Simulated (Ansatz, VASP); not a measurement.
## Li4TaO: VASP beside Ansatz

Contents of INCAR:

```
SYSTEM = Li4TaO
PREC     = Accurate       ! precision mode
ENCUT    = 520            ! plane-wave cutoff, eV
EDIFF    = 1E-7           ! SCF threshold, eV
ISMEAR   = 0              ! smearing method
SIGMA    = 0.1            ! smearing width, eV
LREAL    = .FALSE.        ! projectors in reciprocal space
LASPH    = .TRUE.         ! aspherical terms in the spheres
NELM     = 150            ! most SCF steps
ALGO     = Normal         ! electronic algorithm
ISIF     = 2              ! what is computed and relaxed
LWAVE    = .FALSE.        ! write WAVECAR
LCHARG   = .FALSE.        ! write CHGCAR
ISPIN    = 2              ! spin polarisation
MAGMOM   = 0 0 0 0 1 0    ! initial moments
LORBIT   = 11             ! projections on sites
LMAXMIX  = 4              ! l up to which the mixer works
GGA      = PE             ! functional
NBANDS   = 28             ! bands
```

The input KPOINTS:

```
Automatic mesh
0
G
  6 6 4
  0 0 0
```

File POSCAR:

```
Li4TaO
1.0
    3.1393860100      0.0000000000      0.0000000000
   -1.5696930000      2.7187880300      0.0000000000
    0.0000000000      0.0000000000      6.9707714100
Li Ta O
4 1 1
Direct
    0.6666666700      0.3333333300      0.2336920100
    0.3333333300      0.6666666700      0.7663079900
    0.3333333300      0.6666666700      0.2336920100
    0.6666666700      0.3333333300      0.7663079900
    0.0000000000      0.0000000000      0.0000000000
    0.0000000000      0.0000000000      0.5000000000
```

Input for Ansatz:

```yaml
crystal:
  lattice:
    - [3.13938601, 0.0, 0.0]
    - [-1.569693, 2.71878803, 0.0]
    - [0.0, 0.0, 6.97077141]
  atoms:
    - { symbol: Li, position: [0.66666667, 0.33333333, 0.23369201] }
    - { symbol: Li, position: [0.33333333, 0.66666667, 0.76630799] }
    - { symbol: Li, position: [0.33333333, 0.66666667, 0.23369201] }
    - { symbol: Li, position: [0.66666667, 0.33333333, 0.76630799] }
    - { symbol: Ta, position: [0.0, 0.0, 0.0], spin: 1.0 }
    - { symbol: O, position: [0.0, 0.0, 0.5] }
basis:
  ecutwfc: 420
kpoints:
  mp_grid: { grid: [6, 6, 4] }
hamiltonian:
  xc: pbe
scf:
  occupations: { method: gaussian, width: 0.1 }
  lower_state_search: "off"
output:
  forces: true
  stress: true
  eigenvalues: true
  populations: true
magnetization:
  spin_polarized: true
```

Change from the starting cell: species swapped into the MgAlB4 type (P6/mmm, No. 191).

Alike in both runs: task single point; functional PBE; k mesh 6 × 6 × 4; occupations gaussian, width 0.1 eV; collinear spin.

|  | VASP | Ansatz |
| --- | --- | --- |
| version | VASP 6.6.1 | Ansatz 0.2.0 |
| potentials or method | VASP PAW PBE potentials, release 64 (Li_sv, Ta_pv, O), cutoff 520 eV | scalar-relativistic, plane waves, PAW |
| valence electrons in the cell | 29 | 31 |

Ansatz gave:

```
gap on the k mesh at the Fermi level (eV)                     : none
rms of the force components (eV/Å)                            : 2.081
net moment per atom (μB)                                      : 0.06
size of the moment on the site where the two differ most (μB) : 0.13
```

Which values does VASP return?

gap on the k mesh at the Fermi level (eV): none; rms of the force components (eV/Å): 2.090; net moment per atom (μB): 0.05; size of the moment on the site where the two differ most (μB): 0.16.

Site moments also hang on the region over which each program counts them. Atom by atom the forces differ by 0.009 eV/Å (rms over components). A gap of «none» marks a metal or a gap that the smearing closes. VASP's potentials hold 29 valence electrons a cell and Ansatz's 31, so a difference there can come from the potentials and not from the codes.

The k mesh is coarse, so the values compare programs but aren't converged. Neither program's run includes spin-orbit coupling. Noted on VASP's run: the cutoff is short for stress, so the pressure is rough.
